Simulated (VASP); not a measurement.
# Re (P6_3/mmc) in VASP: further runs

Re is run at these levels: PBE; tasks: single point.

Everything below comes from runs of VASP 6.6.1. Logs are shortened: lines on timing, memory, paths and dates and some standing lists are left out, and cuts for length are marked.

## Step 1: The cell of the first run

It takes space group P6_3/mmc (No. 194, hexagonal). Conventional cell: a = 2.821 Å, b = 2.821 Å, c = 5.022 Å, α = 90.00°, β = 90.00°, γ = 120.00°. Re (site symmetry -6m2) has 12 Re at 2.82 to 2.99 Å within 3.7 Å.

## Step 2: Single point, PBE

Input file INCAR:

```
PREC = Accurate
ENCUT = 520
EDIFF = 1E-7
ISMEAR = 0
SIGMA = 0.15
LREAL = F
LASPH = T
NELM = 60
ALGO = Fast
ISIF = 2
LWAVE = F
LCHARG = F
GGA = PE
NBANDS = 14
```

Input file KPOINTS:

```
regular mesh
0
Gamma
  18 18 10
```

Input file POSCAR:

```
Re
1.0
    2.8211000000      0.0000000000      0.0000000000
   -1.4105500000      2.4431442666      0.0000000000
    0.0000000000      0.0000000000      5.0223000000
Re
2
Direct
    0.3333333333      0.6666666667      0.2500000000
    0.6666666667      0.3333333333      0.7500000000
```

Potentials or basis: VASP PAW PBE potentials, release 64 (Re).

Started as:

```sh
cat potpaw_PBE.64/Re/POTCAR > POTCAR
mpirun -np 1 vasp_std > vasp.out
```

OUTCAR:

```text
PREC = Accurate
   ENCUT = 520
   EDIFF = 1E-7
   ISMEAR = 0
   LREAL = F
   LASPH = T
   NELM = 60
   ISIF = 2
   GGA = PE

 ion  position               nearest neighbor table
   1  0.333  0.667  0.250-   2 2.99   2 2.99   2 2.99   2 2.99   2 2.99   2 2.99
   2  0.667  0.333  0.750-   1 2.99   1 2.99   1 2.99   1 2.99   1 2.99   1 2.99

  LATTYP: Found a hexagonal cell.
 ALAT       =     2.8211000000
 C/A-ratio  =     1.7802630180

  Lattice vectors:

 A1 = (   2.8211000000,   0.0000000000,   0.0000000000)
 A2 = (  -1.4105500000,   2.4431442666,   0.0000000000)
 A3 = (   0.0000000000,   0.0000000000,   5.0223000000)

Analysis of symmetry for initial positions (statically):
=====================================================================
 Subroutine PRICEL returns:
 Original cell was already a primitive cell.

 Routine SETGRP: Setting up the symmetry group for a
 hexagonal supercell.

 Subroutine GETGRP returns: Found 24 space group operations
 (whereof 12 operations were pure point group operations)
 out of a pool of 24 trial point group operations.

The static configuration has the point symmetry D_3d.
 The point group associated with its full space group is D_6h.

Analysis of symmetry for dynamics (positions and initial velocities):
=====================================================================
 Subroutine PRICEL returns:
 Original cell was already a primitive cell.

 Routine SETGRP: Setting up the symmetry group for a
 hexagonal supercell.

 Subroutine GETGRP returns: Found 24 space group operations
 (whereof 12 operations were pure point group operations)
 out of a pool of 24 trial point group operations.

The dynamic configuration has the point symmetry D_3d.
 The point group associated with its full space group is D_6h.

 Subroutine INISYM returns: Found 24 space group operations
 (whereof 12 operations are pure point group operations),
 and found     1 'primitive' translations

----------------------------------------------------------------------------------------

                                     Primitive cell

  volume of cell :      34.6155

  direct lattice vectors                    reciprocal lattice vectors
     2.821100000  0.000000000  0.000000000     0.354471660  0.204654308  0.000000000
    -1.410550000  2.443144267  0.000000000     0.000000000  0.409308617  0.000000000
     0.000000000  0.000000000  5.022300000     0.000000000  0.000000000  0.199111961

  length of vectors
     2.821100000  2.821100000  5.022300000     0.409308617  0.409308617  0.199111961

  position of ions in fractional coordinates (direct lattice)
     0.333333333  0.666666667  0.250000000
     0.666666667  0.333333333  0.750000000

  ion indices of the primitive-cell ions
   primitive index   ion index
                 1           1
                 2           2

----------------------------------------------------------------------------------------

 KPOINTS: regular mesh

Automatic generation of k-mesh.
 Grid dimensions read from file:
 generate k-points for:   18   18   10

 Generating k-lattice:

  Cartesian coordinates                     Fractional coordinates (reciprocal lattice)
     0.019692870  0.011369684  0.000000000     0.055555556 -0.000000000  0.000000000
     0.000000000  0.022739368  0.000000000     0.000000000  0.055555556  0.000000000
     0.000000000  0.000000000  0.019911196     0.000000000  0.000000000  0.100000000

  Length of vectors
     0.022739368  0.022739368  0.019911196

  Shift w.r.t. Gamma in fractional coordinates (k-lattice)
     0.000000000  0.000000000  0.000000000

 Subroutine IBZKPT returns following result:
 ===========================================

 Found    222 irreducible k-points:

 Following reciprocal coordinates:
            Coordinates               Weight
  0.000000  0.000000  0.000000      1.000000
  0.055556  0.000000  0.000000      6.000000
  0.111111  0.000000  0.000000      6.000000
  0.166667  0.000000  0.000000      6.000000
  0.222222  0.000000  0.000000      6.000000
  0.277778  0.000000  0.000000      6.000000
[... 16 lines left out ...]
  0.333333  0.111111  0.000000     12.000000
  0.388889  0.111111  0.000000     12.000000
 [... further k-points ...]
   k-points           NKPTS =    222   k-points in BZ     NKDIM =    222   number of bands    NBANDS=     14
   number of dos      NEDOS =    301   number of ions     NIONS =      2
   total plane-waves  NPLWV =  23040
   dimension x,y,z NGX =    24 NGY =   24 NGZ =   40
   dimension x,y,z NGXF=    48 NGYF=   48 NGZF=   80
   ions per type =               2
   NGX,Y,Z   is equivalent  to a cutoff of  14.14, 14.14, 13.24 a.u.
   NGXF,Y,Z  is equivalent  to a cutoff of  28.29, 28.29, 26.48 a.u.
 SYSTEM =  unknown system
   PREC   = accura    normal or accurate (medium, high low for compatibility)
   ISTART =      0    job   : 0-new  1-cont  2-samecut
   ICHARG =      2    charge: 1-file 2-atom 10-const
   ISPIN  =      1    spin polarized calculation?
   LNONCOLLINEAR =      F non collinear calculations
   LSORBIT =      F    spin-orbit coupling
   LASPH  =      T    aspherical Exc in radial PAW
   ENCUT  =  520.0 eV  38.22 Ry    6.18 a.u.   5.25  5.25  9.34*2*pi/ulx,y,z
   NELM   =     60;   NELMIN=  2; NELMDL= -5     # of ELM steps
   EDIFF  = 0.1E-06   stopping-criterion for ELM
   LREAL  =      F    real-space projection
   EDIFFG = 0.1E-05   stopping-criterion for IOM
   NSW    =      0    number of steps for IOM
   IBRION =     -1    ionic relax: 0-MD 1-quasi-New 2-CG
   NFREE  =      0    steps in history (QN), initial steepest desc. (CG)
   ISIF   =      2    stress and relaxation
   ISYM   =      2    0-nonsym 1-usesym 2-fastsym
   POTIM  = 0.5000    time-step for ionic-motion
   TEBEG  =    0.0;   TEEND  =   0.0 temperature during run
   PSTRESS=    0.0 pullay stress
   NELECT =      14.0000    total number of electrons
   NUPDOWN=      -1.0000    fix difference up-down
   EMIN   =  10.00;   EMAX   =-10.00  energy-range for DOS
   EFERMI =   0.00;   METHOD = LEGACY
   ISMEAR =     0;   SIGMA  =   0.15  broadening in eV -4-tet -1-fermi 0-gaus
   EFERMI_NEDOS =   21; number of points for ismear=-14 and -15
   IALGO  =     68    algorithm
   IMIX   =      4    mixing-type and parameters
     AMIX     =   0.40;   BMIX     =  1.00
     AMIX_MAG =   1.60;   BMIX_MAG =  1.00
  volume/ion in A,a.u.               =      17.31       116.80
  Fermi-wavevector in a.u.,A,eV,Ry     =   1.210675  2.287843 19.942508  1.465733
  Thomas-Fermi vector in A             =   2.346214
   LORBIT       =      0    0 simple, 1 ext, 2 COOP (PROOUT), +10 PAW based schemes
   GGA     = PE    functional components
   LHFCALC =     F    Hartree Fock is set to
   AEXX    =    0.0000 exact exchange contribution
   IVDW    =     0    specifies the selected vdW correction
   LEPSILON=     F    determine dielectric tensor
   LRPA    =     F    only Hartree local field effects (RPA)
 non-spin polarized calculation
 RMM-DIIS sequential band-by-band and
 Gauss-broadening in eV      SIGMA  =   0.15
  energy-cutoff  :      520.00
  volume of cell :       34.62
 maximum number of plane-waves:       944
 NGX is ok and might be reduce to    24
   NGX = 11   NGY = 11   NGZ = 19

 number of electron      14.0000000 magnetization

 Free energy of the ion-electron system (eV)
  ---------------------------------------------------
  ext. energy  EPLUGINS =         0.00000000
  ---------------------------------------------------
  free energy    TOTEN  =       -24.01299059 eV

  energy without entropy =      -23.98707147  energy(sigma->0) =      -24.00003103

 E-fermi :   6.1742     XC(G=0): -12.8417

 val. band max:        6.1722213234   @ k =   0.1667   0.0000   0.1000
 cond. band min:       6.1792045305   @ k =   0.1667   0.1111   0.0000
 fundamental gap:      0.0069832071
 Fermi energy:         6.1741892614

 k-point     1 :       0.0000    0.0000    0.0000
  band No.  band energies     occupation
      1      -2.7388      2.00000
      2       0.2120      2.00000
      3       3.8624      2.00000
      4       4.9261      2.00000
      5       4.9261      2.00000
      6       5.3664      2.00000
      7       5.3664      2.00000
      8       5.5854      2.00000
      9       6.8839      0.00000
     10       6.8839      0.00000
     11       8.7064      0.00000
     12       8.7064      0.00000
     13      12.8320      0.00000
     14      20.4819      0.00000

 k-point     2 :       0.0556    0.0000    0.0000
  band No.  band energies     occupation
      1      -2.6237      2.00000
      2       0.3311      2.00000
      3       3.8903      2.00000
      4       4.8646      2.00000
      5       5.0296      2.00000
      6       5.2799      2.00000
      7       5.3226      2.00000
      8       5.4667      2.00000
      9       6.7468      0.00000
     10       6.8069      0.00000
     11       8.7371      0.00000
     12       9.0717      0.00000
     13      12.8107      0.00000
     14      20.7225      0.00000

 k-point     3 :       0.1111    0.0000    0.0000
  band No.  band energies     occupation
      1      -2.2875      2.00000
      2       0.6700      2.00000
      3       3.9109      2.00000
      4       4.7262      2.00000
      5       4.7508      2.00000
      6       5.0823      2.00000
      7       5.3362      2.00000
      8       5.7629      1.99989
      9       6.4373      0.01310
     10       6.6037      0.00005
     11       8.8075      0.00000
     12       9.8948      0.00000
     13      12.7431      0.00000
     14      21.3169      0.00000

 k-point     4 :       0.1667    0.0000    0.0000
  band No.  band energies     occupation
      1      -1.7589      2.00000
      2       1.1583      2.00000
      3       3.8057      2.00000
      4       4.0447      2.00000
      5       4.5493      2.00000
      6       5.1179      2.00000
      7       5.8338      1.99867
      8       6.0401      1.79396
      9       6.2410      0.52869
     10       6.3302      0.14131
     11       8.8796      0.00000
     12      10.8928      0.00000
     13      12.6274      0.00000
     14      21.6571      0.00000

 k-point     5 :       0.2222    0.0000    0.0000
  band No.  band energies     occupation
      1      -1.0906      2.00000
      2       1.6146      2.00000
      3       3.3937      2.00000
      4       3.7316      2.00000
      5       4.2312      2.00000
      6       5.5675      2.00000
      7       5.6098      2.00000
      8       6.0357      1.80822
      9       6.4997      0.00215
     10       6.8751      0.00000
     11       8.9305      0.00000
[... 276 lines left out ...]
 k-point    22 :       0.2778    0.1111    0.0000
  band No.  band energies     occupation
      1       0.6222      2.00000
      2       2.0082      2.00000
      3       2.3747      2.00000
      4       3.6581      2.00000
      5       4.4669      2.00000
      6       4.5934      2.00000
      7       5.5010      2.00000
      8       6.6063      0.00005
      9       8.4433      0.00000
     10       8.6679      0.00000
     11       9.1985      0.00000
     12      12.6615      0.00000
     13      14.5047      0.00000
     14      16.7677      0.00000

 k-point    23 :       0.3333    0.1111    0.0000
  band No.  band energies     occupation
      1       1.1064      2.00000
      2       1.7833      2.00000
      3       2.0788      2.00000
      4       3.9040      2.00000
      5       4.4349      2.00000
      6       4.9035      2.00000
      7       5.1953      2.00000
      8       7.5076      0.00000
      9       8.6314      0.00000
     10       8.9696      0.00000
     11      10.1371      0.00000
     12      13.2502      0.00000
     13      15.0614      0.00000
     14      15.3889      0.00000

 k-point    24 :       0.3889    0.1111    0.0000
  band No.  band energies     occupation
      1       1.3502      2.00000
      2       1.6129      2.00000
      3       1.8964      2.00000
      4       4.2834      2.00000
      5       4.3606      2.00000
      6       4.9776      2.00000
      7       5.1137      2.00000
      8       8.4244      0.00000
      9       8.6053      0.00000
     10       9.2459      0.00000
     11      10.9786      0.00000
     12      13.3885      0.00000
     13      14.3958      0.00000
     14      16.1173      0.00000

 [... further k-points ...]
[... 5 lines left out ...]
  --------------------------------------------------------------------------------------
  -------------------------------------------------------------------------------------
  Total       -6.0862736     -6.0862736    -11.4961511      0.0000000      0.0000000     -0.0000000
  in kB     -281.7032204   -281.7032204   -532.0994374      0.0000000      0.0000000     -0.0000000
  external PRESSURE =    -365.1686261 kB  Pullay stress =       0.0000000 kB

 VOLUME and BASIS-vectors are now :
 -----------------------------------------------------------------------------
  energy-cutoff  :      520.00
  volume of cell :       34.62
      direct lattice vectors                 reciprocal lattice vectors
     2.821100000  0.000000000  0.000000000     0.354471660  0.204654308  0.000000000
    -1.410550000  2.443144267  0.000000000     0.000000000  0.409308617  0.000000000
     0.000000000  0.000000000  5.022300000     0.000000000  0.000000000  0.199111961

 POSITION                                       TOTAL-FORCE (eV/Angst)
 -----------------------------------------------------------------------------------
     -0.00000      1.62876      1.25558         0.000000      0.000000      0.000000
      1.41055      0.81438      3.76673         0.000000     -0.000000      0.000000
 -----------------------------------------------------------------------------------
    total drift:                               -0.000000      0.000000     -0.000000

  FREE ENERGIE OF THE ION-ELECTRON SYSTEM (eV)
  ---------------------------------------------------
  free  energy   TOTEN  =       -24.0129905914 eV

  energy  without entropy=      -23.9870714676  energy(sigma->0) =      -24.00003103
```

It took 2 min on 1 thread of Intel Xeon Platinum 8259CL at 2.50GHz (Skylake/Cascade Lake), shared host; peak memory 0.23 GiB.

Results:

- Free energy: -24.0130 eV
- Pressure: -36.5 GPa
- Band gap on the k mesh: zero (bands 7 and 8 overlap by 2.32 eV)

Stress tensor (GPa, compression positive):
```
-28.17   0.00   0.00
  0.00 -28.17   0.00
  0.00   0.00 -53.21
```

Caveat: the stress differs along the axes, from -53 to -28 GPa; spin-orbit coupling is left out, which moves the levels of the heavy elements.

## Step 3: Single point, PBE

This run uses another cell than the first one, of 17.80 Å³/atom.

Input file INCAR:

```
ALGO = Fast ; EDIFF = 1E-6
ENCUT = 520 ; GGA = PE
ISIF = 2 ; ISMEAR = 0
LASPH = T ; LCHARG = T
LELF = T ; LREAL = F
LVHAR = T ; LWAVE = F
NBANDS = 14 ; NELM = 100
PREC = Accurate ; SIGMA = 0.15
```

Input file KPOINTS:

```
k-points
0
Gamma
  18 18 10
```

Input file POSCAR:

```
Re
1.0
    2.9136000000      0.0000000000      0.0000000000
   -1.4568000000      2.5232516165      0.0000000000
    0.0000000000      0.0000000000      4.8430000000
Re
2
Direct
    0.3333333333      0.6666666667      0.2500000000
    0.6666666667      0.3333333333      0.7500000000
```

Potentials or basis: VASP PAW PBE potentials, release 64 (Re).

Started as:

```sh
cat potpaw_PBE.64/Re/POTCAR > POTCAR
mpirun -np 1 vasp_std > vasp.out
```

Run time: 1.8 min. Hardware: 1 thread of Intel Xeon Platinum 8259CL at 2.50GHz (Skylake/Cascade Lake), shared host; peak memory 0.23 GiB.

It converged, with:

| Quantity | Value |
| --- | --- |
| Free energy | -23.9243 eV |
| Pressure | -43.4 GPa |
| Band gap on the k mesh | zero (bands 7 and 8 overlap by 2.27 eV) |

Stress tensor (GPa, compression positive):
```
-41.03   0.00   0.00
  0.00 -41.03   0.00
  0.00   0.00 -48.26
```

Levels at points of the mesh, in eV from the Fermi level:
```
           k point  band 3  band 4  band 5  band 6  band 7  band 8  band 9  band 10  band 11  band 12
(0.00, 0.00, 0.00)   -1.48   -1.15   -1.15   -0.60   -0.60    0.11    0.32     0.32     2.51     2.51
(0.50, 0.00, 0.00)   -4.07   -1.50   -1.28   -1.28   -0.69    3.05    3.09     3.42     4.57     5.51
(0.00, 0.00, 0.50)   -2.03   -2.03   -1.21   -1.21   -1.21   -1.21    1.85     1.85     1.85     1.85
(0.50, 0.00, 0.50)   -3.23   -3.23    0.39    0.39    0.65    0.65    3.28     3.28     3.57     3.57
```

Caveat: the stress differs along the axes, from -48 to -41 GPa; spin-orbit coupling is left out, which moves the levels of the heavy elements.
